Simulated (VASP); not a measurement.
# Al (P6_3/mmc) in VASP: further runs

The runs below take Al through single point, with PBEsol.

All numbers are computed with VASP 6.6.1; they aren't measurements. Logs are shortened: lines on timing, memory, paths and dates and some standing lists are left out, and cuts for length are marked.

## 1. The cell of the first run

It takes space group P6_3/mmc (No. 194, hexagonal). Conventional cell: a = 2.836 Å, b = 2.836 Å, c = 9.322 Å, α = 90.00°, β = 90.00°, γ = 120.00°. Within 3.7 Å of Al (site symmetry -3m) lie 12 Al at 2.84 to 2.85 Å. Within 3.7 Å of Al (site symmetry -6m2) lie 12 Al at 2.84 to 2.85 Å.

## 2. Single point, PBEsol

Contents of INCAR:

```
PREC     = Accurate       # precision mode
ENCUT    = 520            # plane-wave cutoff, eV
EDIFF    = 1E-7           # SCF threshold, eV
ISMEAR   = 0              # smearing method
SIGMA    = 0.15           # smearing width, eV
LREAL    = False          # projectors in reciprocal space
LASPH    = True           # aspherical terms in the spheres
NELM     = 100            # most SCF steps
ALGO     = Fast           # electronic algorithm
ISIF     = 2              # what is computed and relaxed
LWAVE    = False          # write WAVECAR
LCHARG   = False          # write CHGCAR
GGA      = PS             # functional
NBANDS   = 22             # bands
```

Contents of KPOINTS:

```
regular mesh
0
Gamma
  19 19 3
```

Contents of POSCAR:

```
Al
1.0
   -2.8362844918      0.0000000000      0.0000000000
   -1.4181422459     -2.4562944223      0.0000000000
    0.0000000000      0.0000000000     18.6442989101
Al
8
Direct
    0.0000000000      0.0000000000      0.5000000000
    0.0000000000      0.0000000000      0.0000000000
    0.3333333333      0.3333333333      0.1250000000
    0.3333333333      0.3333333333      0.6250000000
    0.0000000000      0.0000000000      0.2500000000
    0.0000000000      0.0000000000      0.7500000000
    0.6666666667      0.6666666667      0.3750000000
    0.6666666667      0.6666666667      0.8750000000
```

Potentials or basis: VASP PAW PBE potentials, release 64 (Al).

Started as:

```sh
$ cat potpaw_PBE.64/Al/POTCAR > POTCAR
$ mpirun -np 1 vasp_std > vasp.out
```

OUTCAR:

```text
PREC = Accurate
   ENCUT = 520
   EDIFF = 1E-7
   ISMEAR = 0
   LREAL = False
   LASPH = True
   NELM = 100
   ISIF = 2
   GGA = PS

 ion  position               nearest neighbor table
   1  0.000  0.000  0.500-   4 2.85   7 2.85   7 2.85   4 2.85   4 2.85   7 2.85
   2  0.000  0.000  0.000-   3 2.85   8 2.85   8 2.85   3 2.85   3 2.85   8 2.85
   3  0.333  0.333  0.125-   2 2.85   5 2.85   2 2.85   5 2.85   2 2.85   5 2.85
   4  0.333  0.333  0.625-   1 2.85   6 2.85   1 2.85   6 2.85   1 2.85   6 2.85
   5  0.000  0.000  0.250-   3 2.85   7 2.85   7 2.85   3 2.85   3 2.85   7 2.85
   6  0.000  0.000  0.750-   4 2.85   8 2.85   8 2.85   4 2.85   4 2.85   8 2.85
   7  0.667  0.667  0.375-   1 2.85   5 2.85   1 2.85   5 2.85   1 2.85   5 2.85
   8  0.667  0.667  0.875-   2 2.85   6 2.85   2 2.85   6 2.85   2 2.85   6 2.85

  LATTYP: Found a hexagonal cell.
 ALAT       =     2.8362844918
 C/A-ratio  =     6.5734939368

  Lattice vectors:

 A1 = (   1.4181422459,   2.4562944223,   0.0000000000)
 A2 = (  -2.8362844918,   0.0000000000,   0.0000000000)
 A3 = (   0.0000000000,   0.0000000000,  18.6442989101)

Analysis of symmetry for initial positions (statically):
=====================================================================
 Subroutine PRICEL returns following result:

  LATTYP: Found a hexagonal cell.
 ALAT       =     2.8362844918
 C/A-ratio  =     3.2867469684

  Lattice vectors:

 A1 = (   1.4181422459,   2.4562944223,   0.0000000000)
 A2 = (  -2.8362844918,   0.0000000000,   0.0000000000)
 A3 = (   0.0000000000,   0.0000000000,   9.3221494551)

   2 primitive cells build up your supercell.

 Routine SETGRP: Setting up the symmetry group for a
 hexagonal supercell.

 Subroutine GETGRP returns: Found 24 space group operations
 (whereof 12 operations were pure point group operations)
 out of a pool of 24 trial point group operations.

The static configuration has the point symmetry D_3d.
 The point group associated with its full space group is D_6h.

Analysis of symmetry for dynamics (positions and initial velocities):
=====================================================================
 Subroutine PRICEL returns following result:

  LATTYP: Found a hexagonal cell.
 ALAT       =     2.8362844918
 C/A-ratio  =     3.2867469684

  Lattice vectors:

 A1 = (   1.4181422459,   2.4562944223,   0.0000000000)
 A2 = (  -2.8362844918,   0.0000000000,   0.0000000000)
 A3 = (   0.0000000000,   0.0000000000,   9.3221494551)

   2 primitive cells build up your supercell.

 Routine SETGRP: Setting up the symmetry group for a
 hexagonal supercell.

 Subroutine GETGRP returns: Found 24 space group operations
 (whereof 12 operations were pure point group operations)
 out of a pool of 24 trial point group operations.

The dynamic configuration has the point symmetry D_3d.
 The point group associated with its full space group is D_6h.

 Subroutine INISYM returns: Found 24 space group operations
 (whereof 12 operations are pure point group operations),
 and found     2 'primitive' translations

----------------------------------------------------------------------------------------

                                     Primitive cell

  volume of cell :      64.9451

  direct lattice vectors                    reciprocal lattice vectors
     1.418142246  2.456294422  0.000000000     0.000000000  0.407117319  0.000000000
    -2.836284492  0.000000000  0.000000000    -0.352573941  0.203558660  0.000000000
     0.000000000  0.000000000  9.322149455     0.000000000  0.000000000  0.107271398

  length of vectors
     2.836284492  2.836284492  9.322149455     0.407117319  0.407117319  0.107271398

  position of ions in fractional coordinates (direct lattice)
     0.000000000  0.000000000  1.000000000
     0.666666667  0.333333333  0.250000000
     0.000000000  0.000000000  0.500000000
     0.333333333  0.666666667  0.750000000

  ion indices of the primitive-cell ions
   primitive index   ion index
                 1           1
                 2           4
                 3           5
                 4           7

----------------------------------------------------------------------------------------

 KPOINTS: regular mesh

Automatic generation of k-mesh.
 Grid dimensions read from file:
 generate k-points for:   19   19    3

 Generating k-lattice:

  Cartesian coordinates                     Fractional coordinates (reciprocal lattice)
    -0.018556523  0.010713614  0.000000000     0.052631579  0.000000000  0.000000000
     0.000000000 -0.021427227  0.000000000     0.000000000  0.052631579  0.000000000
     0.000000000  0.000000000  0.017878566     0.000000000  0.000000000  0.333333333

  Length of vectors
     0.021427227  0.021427227  0.017878566

  Shift w.r.t. Gamma in fractional coordinates (k-lattice)
     0.000000000  0.000000000  0.000000000

 Subroutine IBZKPT returns following result:
 ===========================================

 Found     80 irreducible k-points:

 Following reciprocal coordinates:
            Coordinates               Weight
  0.000000  0.000000  0.000000      1.000000
  0.052632  0.000000  0.000000      6.000000
  0.105263  0.000000  0.000000      6.000000
  0.157895  0.000000  0.000000      6.000000
  0.210526 -0.000000  0.000000      6.000000
  0.263158  0.000000  0.000000      6.000000
[... 16 lines left out ...]
  0.368421  0.105263  0.000000     12.000000
  0.421053  0.105263  0.000000     12.000000
 [... further k-points ...]
   k-points           NKPTS =     80   k-points in BZ     NKDIM =     80   number of bands    NBANDS=     22
   number of dos      NEDOS =    301   number of ions     NIONS =      8
   total plane-waves  NPLWV =  80640
   dimension x,y,z NGX =    24 NGY =   24 NGZ =  140
   dimension x,y,z NGXF=    48 NGYF=   48 NGZF=  280
   ions per type =               8
   NGX,Y,Z   is equivalent  to a cutoff of  14.07, 14.07, 12.48 a.u.
   NGXF,Y,Z  is equivalent  to a cutoff of  28.13, 28.13, 24.97 a.u.
 SYSTEM =  unknown system
   PREC   = accura    normal or accurate (medium, high low for compatibility)
   ISTART =      0    job   : 0-new  1-cont  2-samecut
   ICHARG =      2    charge: 1-file 2-atom 10-const
   ISPIN  =      1    spin polarized calculation?
   LNONCOLLINEAR =      F non collinear calculations
   LSORBIT =      F    spin-orbit coupling
   LASPH  =      T    aspherical Exc in radial PAW
   ENCUT  =  520.0 eV  38.22 Ry    6.18 a.u.   5.27  5.27 34.67*2*pi/ulx,y,z
   NELM   =    100;   NELMIN=  2; NELMDL= -5     # of ELM steps
   EDIFF  = 0.1E-06   stopping-criterion for ELM
   LREAL  =      F    real-space projection
   EDIFFG = 0.1E-05   stopping-criterion for IOM
   NSW    =      0    number of steps for IOM
   IBRION =     -1    ionic relax: 0-MD 1-quasi-New 2-CG
   NFREE  =      0    steps in history (QN), initial steepest desc. (CG)
   ISIF   =      2    stress and relaxation
   ISYM   =      2    0-nonsym 1-usesym 2-fastsym
   POTIM  = 0.5000    time-step for ionic-motion
   TEBEG  =    0.0;   TEEND  =   0.0 temperature during run
   PSTRESS=    0.0 pullay stress
   NELECT =      24.0000    total number of electrons
   NUPDOWN=      -1.0000    fix difference up-down
   EMIN   =  10.00;   EMAX   =-10.00  energy-range for DOS
   EFERMI =   0.00;   METHOD = LEGACY
   ISMEAR =     0;   SIGMA  =   0.15  broadening in eV -4-tet -1-fermi 0-gaus
   EFERMI_NEDOS =   21; number of points for ismear=-14 and -15
   IALGO  =     68    algorithm
   IMIX   =      4    mixing-type and parameters
     AMIX     =   0.40;   BMIX     =  1.00
     AMIX_MAG =   1.60;   BMIX_MAG =  1.00
  volume/ion in A,a.u.               =      16.24       109.57
  Fermi-wavevector in a.u.,A,eV,Ry     =   0.932438  1.762052 11.829450  0.869440
  Thomas-Fermi vector in A             =   2.059035
   LORBIT       =      0    0 simple, 1 ext, 2 COOP (PROOUT), +10 PAW based schemes
   GGA     = PS    functional components
   LHFCALC =     F    Hartree Fock is set to
   AEXX    =    0.0000 exact exchange contribution
   IVDW    =     0    specifies the selected vdW correction
   LEPSILON=     F    determine dielectric tensor
   LRPA    =     F    only Hartree local field effects (RPA)
 non-spin polarized calculation
 RMM-DIIS sequential band-by-band and
 Gauss-broadening in eV      SIGMA  =   0.15
  energy-cutoff  :      520.00
  volume of cell :      129.89
 maximum number of plane-waves:      3526
 NGX is ok and might be reduce to    24

 number of electron      24.0000000 magnetization

 Free energy of the ion-electron system (eV)
  ---------------------------------------------------
  ext. energy  EPLUGINS =         0.00000000
  ---------------------------------------------------
  free energy    TOTEN  =       -32.65259573 eV

  energy without entropy =      -32.62025949  energy(sigma->0) =      -32.63642761

 E-fermi :   8.1197     XC(G=0): -10.3163

 val. band max:        8.1139426750   @ k =   0.3684   0.0000   0.3333
 cond. band min:       8.1235005655   @ k =   0.2105  -0.0000   0.0000
 fundamental gap:      0.0095578906
 Fermi energy:         8.1196653893

 k-point     1 :       0.0000    0.0000    0.0000
  band No.  band energies     occupation
      1      -3.1243      2.00000
      2      -2.6991      2.00000
      3      -2.6991      2.00000
      4      -1.4326      2.00000
      5      -1.4304      2.00000
      6       0.6562      2.00000
[... 14 lines left out ...]
     21      19.3129      0.00000
     22      19.3200      0.00000

 k-point     2 :       0.0526    0.0000    0.0000
  band No.  band energies     occupation
      1      -3.0563      2.00000
      2      -2.6314      2.00000
      3      -2.6314      2.00000
      4      -1.3655      2.00000
      5      -1.3633      2.00000
      6       0.7222      2.00000
[... 14 lines left out ...]
     21      18.3812      0.00000
     22      18.8173      0.00000
[... 523 lines left out ...]
     21      12.5245      0.00000
     22      12.9765      0.00000

 k-point    24 :       0.4211    0.1053    0.0000
  band No.  band energies     occupation
      1       0.3633      2.00000
      2       0.7774      2.00000
      3       0.7774      2.00000
      4       2.0094      2.00000
      5       2.0112      2.00000
      6       4.0245      2.00000
[... 14 lines left out ...]
     21      12.1015      0.00000
     22      12.5276      0.00000

 [... further k-points ...]

------------------------ aborting loop because EDIFF is reached ----------------------------------------

  FORCE on cell =-STRESS in cart. coord.  units (eV):
  Direction    XX          YY          ZZ          XY          YZ          ZX
  --------------------------------------------------------------------------------------
  -------------------------------------------------------------------------------------
  Total       -0.1097979     -0.1097979      0.3525283      0.0000000     -0.0000000      0.0000000
  in kB       -1.3543420     -1.3543420      4.3483883      0.0000000     -0.0000000      0.0000000
  external PRESSURE =       0.5465681 kB  Pullay stress =       0.0000000 kB

 VOLUME and BASIS-vectors are now :
 -----------------------------------------------------------------------------
  energy-cutoff  :      520.00
  volume of cell :      129.89
      direct lattice vectors                 reciprocal lattice vectors
    -2.836284492  0.000000000  0.000000000    -0.352573941  0.203558660  0.000000000
    -1.418142246 -2.456294422  0.000000000     0.000000000 -0.407117319  0.000000000
     0.000000000  0.000000000 18.644298910     0.000000000  0.000000000  0.053635699

 POSITION                                       TOTAL-FORCE (eV/Angst)
 -----------------------------------------------------------------------------------
      0.00000      0.00000      9.32215         0.000000     -0.000000     -0.000000
      0.00000      0.00000      0.00000         0.000000     -0.000000     -0.000000
     -1.41814     -0.81876      2.33054        -0.000000     -0.000000      0.000000
     -1.41814     -0.81876     11.65269        -0.000000     -0.000000     -0.000000
      0.00000      0.00000      4.66107         0.000000     -0.000000     -0.000000
      0.00000      0.00000     13.98322         0.000000     -0.000000     -0.000000
     -2.83628     -1.63753      6.99161         0.000000      0.000000      0.000000
     -2.83628     -1.63753     16.31376         0.000000      0.000000      0.000000
 -----------------------------------------------------------------------------------
    total drift:                                0.000000      0.000000     -0.000000

  FREE ENERGIE OF THE ION-ELECTRON SYSTEM (eV)
  ---------------------------------------------------
  free  energy   TOTEN  =       -32.6525957265 eV

  energy  without entropy=      -32.6202594911  energy(sigma->0) =      -32.63642761
```

It took 4.8 min on 1 thread of AMD EPYC 7R13 (Zen 3), shared host; peak memory 0.32 GiB.

What came out:

```
Free energy            : -32.6526 eV
Pressure               : 0.1 GPa
Band gap on the k mesh : zero (band 12 reaches 11.98 eV, above the bottom of band 13 at 6.62 eV)
```

Stress tensor (GPa, compression positive):
```
-0.14  0.00  0.00
 0.00 -0.14  0.00
 0.00  0.00  0.43
```

Levels at points of the mesh, in eV from the Fermi level:
| k point | band 8 | band 9 | band 10 | band 11 | band 12 | band 13 | band 14 | band 15 | band 16 | band 17 |
| --- | --- | --- | --- | --- | --- | --- | --- | --- | --- | --- |
| (0.00, 0.00, 0.00) | -4.69 | -4.48 | -0.96 | -0.96 | 3.34 | 3.35 | 8.22 | 8.22 | 10.87 | 10.87 |

Caveat: the PAW data sets were made with another functional, which shifts forces and pressure a little.

## 3. Single point, PBEsol

This run uses another cell than the first one: it holds 4 atoms, not 8.

Contents of INCAR:

```
SYSTEM = Al
PREC = Accurate ; ENCUT = 520
EDIFF = 1E-6 ; ISMEAR = -1
SIGMA = 0.15 ; LREAL = .False.
LASPH = .True. ; NELM = 60
ALGO = Normal ; ISIF = 2
LWAVE = .False. ; LCHARG = .False.
GGA = PS ; NBANDS = 14
```

Contents of KPOINTS:

```
Automatic mesh
0
Gamma
  18 18 6
  0 0 0
```

Contents of POSCAR:

```
Al
1.0
    2.8374285168      0.0000000000      0.0000000000
   -1.4187142584      2.4572851770      0.0000000000
    0.0000000000      0.0000000000      9.3264625762
Al
4
Direct
    0.0000000000      0.0000000000      0.0000000000
    0.3333333333      0.6666666667      0.2500000000
    0.0000000000      0.0000000000      0.5000000000
    0.6666666667      0.3333333333      0.7500000000
```

Potentials or basis: VASP PAW PBE potentials, release 64 (Al).

Started as:

```sh
$ cat potpaw_PBE.64/Al/POTCAR > POTCAR
$ mpirun -np 1 vasp_std > vasp.out
```

Run time: 30 s. Hardware: 1 thread of Intel Xeon 6975P-C (Granite Rapids), shared host; peak memory 0.24 GiB.

It converged, with:

```
Free energy            : -16.3755 eV
Pressure               : 0.1 GPa
Band gap on the k mesh : zero (band 6 reaches 11.97 eV, above the bottom of band 7 at 6.55 eV)
```

Levels at points of the mesh, in eV from the Fermi level:
| k point | band 4 | band 5 | band 6 | band 7 | band 8 | band 9 |
| --- | --- | --- | --- | --- | --- | --- |
| (0.00, 0.00, 0.00) | -4.68 | -4.47 | 3.35 | 3.36 | 10.87 | 10.87 |
| (0.50, 0.00, 0.00) | -3.87 | -3.32 | -3.25 | 0.83 | 1.27 | 1.29 |
| (0.00, 0.00, 0.50) | -7.45 | -0.95 | -0.95 | 8.22 | 8.22 | 11.19 |
| (0.50, 0.00, 0.50) | -4.80 | -1.86 | -1.86 | -1.21 | -1.21 | 4.55 |

Caveat: the PAW data sets were made with another functional, which shifts forces and pressure a little.
